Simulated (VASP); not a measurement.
Runs of VASP 6.6.1 on NaCl. The structure is that of space group Immm (No. 71), or close to it. The cells are those of the table. 

```csv
cell,gap on the mesh (eV),pressure (GPa)
"a = 4.007, b = 3.804 Å, angles 61.7, 63.3, 61.7°, 2 atoms",(b),-0.7
"a = 4.006, b = 4.130 Å, angles 59.0, 57.9, 59.0°, 2 atoms",4.75,-0.8
"a = 4.007, b = 4.180 Å, angles 58.6, 57.1, 58.6°, 2 atoms",(a),-0.8
"a = 4.006, b = 4.155 Å, angles 58.8, 57.5, 58.8°, 2 atoms",4.72,-0.8
```

Alike in all rows: task single point; level PBEsol; potentials or basis VASP PAW PBE potentials, release 64 (Na_pv, Cl); no spin polarisation; k mesh 8 × 8 × 8; cutoff (eV) 520; smearing gaussian 0.05 eV.

Fill in the values left out.

(a) 4.68; (b) 4.65.

Caveats: the PAW data sets were made with another functional, which shifts forces and pressure a little.

A k mesh can miss the band edges.
